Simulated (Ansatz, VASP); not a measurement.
# One calculation of NaCl, two programs

```xyz
2
Lattice="0.0000 2.8018 2.8018 2.8018 0.0000 2.8018 2.8018 2.8018 0.0000" Properties=species:S:1:pos:R:3 pbc="T T T"
Na    0.0000    0.0000    0.0000
Cl    2.8018    2.8018    2.8018
```

Alike in both runs: task single point; functional LDA; k mesh 6 × 6 × 6; occupations gaussian, width 0.1 eV; no spin polarisation.

```csv
,VASP,Ansatz
version,VASP 6.6.1,Ansatz 0.2.0
potentials or method,"VASP PAW LDA potentials, release 64 (Na_pv, Cl), cutoff 500 eV","scalar-relativistic, plane waves, PAW"
valence electrons in the cell,14,16
```

|  | VASP | Ansatz | Ansatz less VASP |
| --- | --- | --- | --- |
| gap on the k mesh at the Fermi level (eV) | 4.77 | 4.77 | -0.006 |
| least direct gap on the mesh (eV) | 4.77 | 4.77 | -0.006 |
| pressure (GPa) | -2.0 | -2.0 | +0.01 |

LDA's correlation is that of Perdew and Zunger in VASP and of Perdew and Wang (1992) in Ansatz. VASP's potentials hold 14 valence electrons a cell and Ansatz's 16, so a difference there can come from the potentials and not from the codes.
